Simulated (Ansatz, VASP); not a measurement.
SiNi in VASP and in Ansatz

```
CELL_PARAMETERS angstrom
2.86862 0.00000 0.00000
0.00000 2.86862 0.00000
0.00000 0.00000 2.86862
ATOMIC_POSITIONS crystal
Si 0.00000 0.00000 0.00000
Ni 0.50000 0.50000 0.50000
```

Alike in both runs: task relaxation of cell and atoms; functional r2SCAN; k mesh 6 × 6 × 6; occupations gaussian, width 0.1 eV; collinear spin.

|  | VASP | Ansatz |
| --- | --- | --- |
| version | VASP 6.6.1 | Ansatz 0.2.0 |
| potentials or method | VASP PAW PBE potentials, release 64 (Si, Ni), cutoff 600 eV | scalar-relativistic, plane waves, PAW |
| valence electrons in the cell | 14 | 22 |

Ansatz gave:

| Quantity | Value |
| --- | --- |
| gap on the k mesh at the Fermi level, each at its own relaxed structure (eV) | none |
| net moment per atom (μB) | 0.00 |
| relaxed volume (Å³/atom) | 10.97 |
| relaxed length of the cell vector where the two differ most in proportion (Å) | 2.800 |

Problem. Estimate VASP's values.

Solution. gap on the k mesh at the Fermi level, each at its own relaxed structure (eV): none; net moment per atom (μB): 0.00; relaxed volume (Å³/atom): 10.98; relaxed length of the cell vector where the two differ most in proportion (Å): 2.800.

VASP's potentials were made for PBE, not for r2SCAN. A gap of «none» marks a metal or a gap that the smearing closes. VASP's potentials hold 14 valence electrons a cell and Ansatz's 22, so a difference there can come from the potentials and not from the codes. Ansatz's warnings: seeded moment not kept.

The k mesh is coarse, so the values compare programs but aren't converged.
